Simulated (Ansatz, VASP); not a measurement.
## GaSi in VASP and in Ansatz

```
Ga Si
1.0
     5.26820    0.00000    0.00000
     0.00000    3.60943    0.00000
     0.00000    0.00000    7.46577
Ga Si
4 4
Direct
  0.99353 0.25000 0.83308
  0.50647 0.75000 0.33308
  0.49353 0.25000 0.66692
  0.00647 0.75000 0.16692
  0.12467 0.25000 0.42928
  0.37533 0.75000 0.92928
  0.62467 0.25000 0.07072
  0.87533 0.75000 0.57072
```

Alike in both runs: functional PBE; k mesh 4 × 6 × 4; occupations gaussian, width 0.1 eV; no spin polarisation.

Ansatz relaxed the structure, and its values are those at the end. VASP's run is a single point on that final structure, the one shown.

|  | VASP | Ansatz |
| --- | --- | --- |
| version | VASP 6.6.1 | Ansatz 0.2.0 |
| potentials or method | VASP PAW PBE potentials, release 64 (Ga_d, Si), cutoff 520 eV | scalar-relativistic, plane waves, PAW |
| valence electrons in the cell | 68 | 68 |

|  | VASP | Ansatz | Ansatz less VASP |
| --- | --- | --- | --- |
| gap on the k mesh at the Fermi level (eV) | none | none | - |
| pressure (GPa) | 0.0 | 0.0 | -0.03 |
| rms of the force components (eV/Å) | 0.013 | 0.013 | -0.0003 |

A gap of «none» marks a metal or a gap that the smearing closes.
